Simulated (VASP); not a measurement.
Al: single point with PBE+D3(BJ)

Crystal: Al.

```
CELL_PARAMETERS angstrom
0.00000 1.99102 1.99102
1.99102 0.00000 1.99102
1.99102 1.99102 0.00000
ATOMIC_POSITIONS crystal
Al 0.00000 0.00000 0.00000
```

| Property | Result |
| --- | --- |
| Program | VASP 6.6.1 |
| Task | single point |
| Functional | PBE |
| Dispersion | D3(BJ) |
| Potentials or basis | VASP PAW PBE potentials, release 64 (Al) |
| Cutoff | 500 eV |
| k mesh | 18 × 18 × 18 |
| Occupations | gaussian, width 0.1 eV |
| Spin | no spin polarisation |

* Pressure: 0.0 GPa
* Dispersion energy per atom: -0.352 eV

Levels at points of the mesh, in eV from the Fermi level:
| k point | band 1 | band 2 | band 3 | band 4 | band 5 |
| --- | --- | --- | --- | --- | --- |
| (0.00, 0.00, 0.00) | -11.44 | 12.87 | 12.87 | 12.87 | 14.71 |
| (0.50, 0.00, 0.00) | -4.77 | -4.44 | 11.67 | 11.67 | 11.90 |
| (0.50, 0.50, 0.00) | -3.03 | -1.61 | 5.27 | 5.81 | 5.81 |

Run time: 14 s on 1 thread of Intel Xeon 6975P-C (shared host), peak memory 0.15 GiB.

Caveat: pairwise dispersion overbinds metals, which lowers pressure and volume.
